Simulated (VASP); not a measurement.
Write the native input for VASP 6.6.1 that does the following.

```
Task                   : relaxation of cell and atoms
Functional             : LDA
Potentials or basis    : VASP PAW LDA potentials, release 64 (Al, As)
Cutoff                 : 500 eV
k mesh                 : 8 × 8 × 8
Occupations            : gaussian, width 0.01 eV
Spin                   : no spin polarisation
Target pressure        : 15 GPa
Dipole correction      : no
Further INCAR settings : ALGO = Normal; EDIFF = 1e-07; IBRION = 2; EDIFFG = -0.001; NSW = 80; ISIF = 3
```

The structure of AlAs lies in POSCAR:

```
AlAs
1.0
    0.0000000000      2.7333182437      2.7333182437
    2.7333182437      0.0000000000      2.7333182437
    2.7333182437      2.7333182437      0.0000000000
Al As
1 1
Direct
    0.0000000000      0.0000000000      0.0000000000
    0.7500000000      0.7500000000      0.7500000000
```

The input as run:

INCAR

```
ALGO = Normal
EDIFF = 1E-7
EDIFFG = -0.001
ENCUT = 500
GGA_COMPAT = False
IBRION = 2
ISIF = 3
ISMEAR = 0
LASPH = True
LCHARG = False
LREAL = False
LWAVE = False
NELM = 120
NELMIN = 4
NSW = 80
PREC = Accurate
PSTRESS = 150.0
SIGMA = 0.01
```

KPOINTS

```
k-points
0
Gamma
  8 8 8
```

Potentials or basis: VASP PAW LDA potentials, release 64 (Al, As).

The run is started by

```console
$ cat potpaw_LDA.64/Al/POTCAR potpaw_LDA.64/As/POTCAR > POTCAR
$ mpirun -np 1 vasp_std > vasp.out
```

It gave:

```
Relaxed volume                                             : 19.36 Å³/atom
Relaxed cell                                               : a = 3.797 Å, b = 3.797 Å, c = 3.797 Å, α = 60.00°, β = 60.00°, γ = 60.00°
Space group after relaxing (to 0.1 Å)                      : F-43m (No. 216)
Energy change on relaxing (the run minimises the enthalpy) : +76.9 meV/atom
Ionic steps                                                : 6
Pressure after relaxing                                    : 15.0 GPa
Band gap on the k mesh                                     : 1.03 eV (least direct gap 3.19 eV)
```

Caveat: the cell is relaxed towards a set pressure, so the run minimises the enthalpy, not the energy.

Wall time 15 s on 1 thread of Intel(R) Xeon(R) Platinum 8488C (Sapphire Rapids), with other jobs on the host, peak memory 0.14 GiB.
